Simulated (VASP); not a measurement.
Crystal: Ta.

```xyz
1
Lattice="2.7551 0.0000 0.0000 0.0000 2.7551 0.0000 0.0000 0.0000 2.7551" Properties=species:S:1:pos:R:3 pbc="T T T"
Ta    0.0000    0.0000    0.0000
```

Base run:

| Item | Value |
| --- | --- |
| Program | VASP 6.6.1 |
| Functional | revPBE |
| Potentials or basis | VASP PAW PBE potentials, release 64 (Ta_pv) |
| Cutoff | 520 eV |
| k mesh | 13 × 13 × 13 |
| Occupations | fermi-dirac, width 0.1 eV |
| Spin | no spin polarisation |

Its results: pressure 0.1 GPa.

The run is repeated on the same cell with these changes: k mesh from 13 × 13 × 13 to 19 × 19 × 19. What comes out?

Pressure 0.5 GPa.

Caveats: the PAW data sets were made with another functional, which shifts forces and pressure a little.
